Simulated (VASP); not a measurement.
# Mg: single point with PBE

The system is Mg.

```xyz
2
Lattice="1.8445 1.0649 4.4167 -1.8445 1.0649 4.4167 0.0000 -2.1298 4.4167" Properties=species:S:1:pos:R:3 pbc="T T T"
Mg    0.0000    0.0000    0.7645
Mg    0.0000    0.0000   12.4856
```

```
Program                : VASP 6.6.1
Task                   : single point
Functional             : PBE
Potentials or basis    : VASP PAW PBE potentials, release 64 (Mg)
Cutoff                 : 520 eV
k mesh                 : 6 × 6 × 6
Occupations            : gaussian, width 0.1 eV
Spin                   : no spin polarisation
Dipole correction      : no
Further INCAR settings : ALGO = Normal; EDIFF = 1e-07; NBANDS = 9
```

| Property | Result |
| --- | --- |
| Pressure | 19.3 GPa |
| Largest force | 17.370 eV/Å |
| Band gap on the k mesh | zero (band 2 reaches 3.87 eV, above the bottom of band 3 at 1.07 eV) |

Forces on the atoms (eV/Å):
```
Mg    0.000   0.000  17.370
Mg    0.000   0.000 -17.370
```

Stress tensor (GPa, compression positive):
```
-9.06  0.00  0.00
 0.00 -9.06  0.00
 0.00  0.00 76.07
```

Levels at points of the mesh, in eV from the Fermi level:
| k point | band 1 | band 2 | band 3 | band 4 | band 5 | band 6 | band 7 |
| --- | --- | --- | --- | --- | --- | --- | --- |
| (0.00, 0.00, 0.00) | -6.35 | 0.93 | 1.78 | 5.99 | 5.99 | 7.67 | 7.67 |
| (0.50, 0.00, 0.00) | -2.73 | -2.41 | 2.35 | 2.67 | 3.93 | 6.29 | 6.49 |
| (0.50, 0.50, 0.00) | -2.07 | -2.04 | 0.67 | 1.03 | 3.24 | 5.01 | 9.47 |
| (0.50, 0.50, 0.50) | -5.09 | -3.57 | 5.73 | 5.73 | 7.38 | 7.38 | 9.63 |

It used 36 s of CPU time on 1 thread of AMD EPYC 7R13 Processor (Zen 3), with other jobs on the host.

Caveat: forces of over 1 eV/Å act on the atoms, so gaps and moduli don't describe the material at rest.
